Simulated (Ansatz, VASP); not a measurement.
**Na: VASP beside Ansatz**

INCAR

```
SYSTEM = Na
PREC = Accurate
ENCUT = 520
EDIFF = 1E-7
ISMEAR = 0
SIGMA = 0.15
LREAL = .False.
LASPH = .True.
NELM = 80
ALGO = Fast
ISIF = 2
LWAVE = .False.
LCHARG = .False.
GGA = PE
NBANDS = 10
```

KPOINTS

```
Automatic mesh
0
Gamma
  16 16 16
  0 0 0
```

File POSCAR:

```
Na
1.0
   -2.0645625000      2.0645625000      2.2233750000
    2.0645625000     -2.0645625000      2.2233750000
    2.0645625000      2.0645625000     -2.2233750000
Na
1
Direct
    0.0000000000      0.0000000000      0.0000000000
```

Input for Ansatz:

```yaml
crystal:
  lattice:
    - [-2.0645625, 2.0645625, 2.223375]
    - [2.0645625, -2.0645625, 2.223375]
    - [2.0645625, 2.0645625, -2.223375]
  atoms:
    - { symbol: Na, position: [0.0, 0.0, 0.0] }
basis:
  ecutwfc: 420
kpoints:
  mp_grid: { grid: [16, 16, 16] }
hamiltonian:
  xc: pbe
scf:
  occupations: { method: gaussian, width: 0.15 }
output:
  forces: true
  stress: true
  eigenvalues: true
```

Change from the starting cell: strain -0.025 along x and y, +0.050 along z, atoms carried along.

Alike in both runs: task single point; functional PBE; k mesh 16 × 16 × 16; occupations gaussian, width 0.15 eV; no spin polarisation.

|  | VASP | Ansatz |
| --- | --- | --- |
| version | VASP 6.6.1 | Ansatz 0.2.0 |
| potentials or method | VASP PAW PBE potentials, release 64 (Na_pv), cutoff 520 eV | scalar-relativistic, plane waves, PAW |
| valence electrons in the cell | 7 | 9 |

|  | VASP | Ansatz | Ansatz less VASP |
| --- | --- | --- | --- |
| gap on the k mesh at the Fermi level (eV) | none | none | - |
| pressure (GPa) | -0.2 | -0.2 | +0.01 |

A gap of «none» marks a metal or a gap that the smearing closes. With one functional, cell and mesh, what is left measures potentials, basis and numerics. VASP's potentials hold 7 valence electrons a cell and Ansatz's 9, so a difference there can come from the potentials and not from the codes.
